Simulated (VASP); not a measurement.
Crystal: HfO2.

```xyz
3
Lattice="0.0000 2.5575 2.5575 2.5575 0.0000 2.5575 2.5575 2.5575 0.0000" Properties=species:S:1:pos:R:3 pbc="T T T"
Hf    0.0000    0.0000    0.0000
O     1.2788    1.2788    1.2788
O     3.8363    3.8363    3.8363
```

* Program: VASP 6.6.1
* Task: relaxation of cell and atoms
* Functional: PBEsol
* Potentials or basis: VASP PAW PBE potentials, release 64 (Hf_pv, O)
* Cutoff: 600 eV
* k mesh: 6 × 6 × 6
* Occupations: gaussian, width 0.1 eV
* Spin: no spin polarisation

At the start: pressure -13.7 GPa; volume 11.15 Å³/atom.

**Question.** How do energy, volume and symmetry change on relaxing?

**Answer.** Over 3 steps the energy falls by 28.0 meV/atom and the volume is 10.55 Å³/atom (-5.4 %); space group Fm-3m (No. 225, to 0.05 Å).

The path:
```csv
step,energy change (eV),largest force (eV/Å),pressure (GPa),volume (Å³)
1,0.0000,0.0000,-13.75,33.46
2,0.1214,0.0000,27.66,29.03
3,-0.0839,0.0000,-0.33,31.64
```

Final structure:
```cif
data_structure
_symmetry_space_group_name_H-M 'P 1'
_symmetry_Int_Tables_number 1
_cell_length_a 3.5501
_cell_length_b 3.5501
_cell_length_c 3.5501
_cell_angle_alpha 60.000
_cell_angle_beta 60.000
_cell_angle_gamma 60.000
_cell_volume 31.64
loop_
_atom_site_label
_atom_site_type_symbol
_atom_site_fract_x
_atom_site_fract_y
_atom_site_fract_z
_atom_site_occupancy
Hf1 Hf 0.00000 0.00000 0.00000 1
O1 O 0.25000 0.25000 0.25000 1
O2 O 0.75000 0.75000 0.75000 1
```

Caveat: the PAW data sets were made with another functional, which shifts forces and pressure a little.
